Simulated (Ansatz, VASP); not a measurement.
Two plane-wave programs on NaGa2

```
Na Ga
1.0
     4.35831    0.00000    0.00000
    -2.17916    3.77441    0.00000
     0.00000    0.00000    4.17305
Na Ga
1 2
Direct
  0.00000 0.00000 0.00000
  0.33333 0.66667 0.50000
  0.66667 0.33333 0.50000
```

Alike in both runs: task relaxation of cell and atoms; functional PBE; k mesh 12 × 12 × 12; occupations gaussian, width 0.1 eV; no spin polarisation.

```csv
,VASP,Ansatz
version,VASP 6.6.1,Ansatz 0.2.0
potentials or method,"VASP PAW PBE potentials, release 64 (Na_pv, Ga_d), cutoff 600 eV","scalar-relativistic, plane waves, PAW"
valence electrons in the cell,33,35
```

Ansatz gave:

```
gap on the k mesh at the Fermi level, each at its own relaxed structure (eV) : none
relaxed volume (Å³/atom)                                                     : 21.19
relaxed length of the cell vector where the two differ most in proportion (Å)              : 3.584
```

**Question.** Which values does VASP return?

**Answer.** gap on the k mesh at the Fermi level, each at its own relaxed structure (eV): none; relaxed volume (Å³/atom): 21.22; relaxed length of the cell vector where the two differ most in proportion (Å): 3.586.

A gap of «none» marks a metal or a gap that the smearing closes. VASP's potentials hold 33 valence electrons a cell and Ansatz's 35, so a difference there can come from the potentials and not from the codes.
